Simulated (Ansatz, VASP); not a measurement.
**Ta in VASP and in Ansatz**

The input POSCAR:

```
Ta
1.0
   -1.6306390000      1.6306390000      1.6512800000
    1.6306390000     -1.6306390000      1.6512800000
    1.6719210000      1.6719210000     -1.6512800000
Ta
1
Direct
    0.0000000000      0.0000000000      0.0000000000
```

INCAR.step1

```
SYSTEM = Ta
ALGO     = Normal         ! electronic algorithm
EDIFF    = 1E-4           ! SCF threshold, eV
ENCUT    = 520            ! plane-wave cutoff, eV
GGA      = PE             ! functional
ISMEAR   = 0              ! smearing method
LASPH    = .TRUE.         ! aspherical terms in the spheres
LCHARG   = .FALSE.        ! write CHGCAR
LREAL    = .FALSE.        ! projectors in reciprocal space
LWAVE    = .TRUE.         ! write WAVECAR
NBANDS   = 12             ! bands
NELM     = 60             ! most SCF steps
PREC     = Accurate       ! precision mode
SIGMA    = 0.15           ! smearing width, eV
```

File INCAR.step2:

```
SYSTEM = Ta
ALGO     = Normal         ! electronic algorithm
EDIFF    = 1E-6           ! SCF threshold, eV
ENCUT    = 520            ! plane-wave cutoff, eV
ISIF     = 2              ! what is computed and relaxed
ISMEAR   = 0              ! smearing method
ISTART   = 1            
LASPH    = .TRUE.         ! aspherical terms in the spheres
LCHARG   = .TRUE.         ! write CHGCAR
LELF     = .TRUE.         ! ELF
LMIXTAU  = .TRUE.       
LREAL    = .FALSE.        ! projectors in reciprocal space
LVHAR    = .TRUE.       
LWAVE    = .FALSE.        ! write WAVECAR
METAGGA  = R2SCAN         ! meta-GGA
NBANDS   = 12             ! bands
NELM     = 60             ! most SCF steps
PREC     = Accurate       ! precision mode
SIGMA    = 0.15           ! smearing width, eV
```

KPOINTS

```
k-points
0
G
  20 20 20
  0 0 0
```

Input for Ansatz:

```yaml
crystal:
  lattice:
    - [-1.630639, 1.630639, 1.65128]
    - [1.630639, -1.630639, 1.65128]
    - [1.671921, 1.671921, -1.65128]
  atoms:
    - { symbol: Ta, position: [0.0, 0.0, 0.0] }
basis:
  ecutwfc: 500
kpoints:
  mp_grid: { grid: [20, 20, 20] }
hamiltonian:
  xc: r2scan
scf:
  occupations: { method: gaussian, width: 0.15 }
output:
  forces: true
  stress: true
  eigenvalues: true
```

Change from the starting cell: strain +0.0250 x Voigt [0, 0, 0, 0, 0, 1], atoms carried along.

Alike in both runs: task single point; functional r2SCAN; k mesh 20 × 20 × 20; occupations gaussian, width 0.15 eV; no spin polarisation.

|  | VASP | Ansatz |
| --- | --- | --- |
| version | VASP 6.6.1 | Ansatz 0.2.0 |
| potentials or method | VASP PAW PBE potentials, release 64 (Ta_pv), cutoff 520 eV | scalar-relativistic, plane waves, PAW |
| valence electrons in the cell | 11 | 13 |

```tsv
	VASP	Ansatz	Ansatz less VASP
gap on the k mesh at the Fermi level (eV)	none	none	-
pressure (GPa)	1.2	0.5	-0.66
traceless stress, the component that is largest in VASP (GPa)	-2.00	-1.99	+0.006
```

VASP's potentials were made for PBE, not for r2SCAN. A gap of «none» marks a metal or a gap that the smearing closes. With one functional, cell and mesh, what is left measures potentials, basis and numerics. VASP's potentials hold 11 valence electrons a cell and Ansatz's 13, so a difference there can come from the potentials and not from the codes.

Spin-orbit coupling is off throughout.
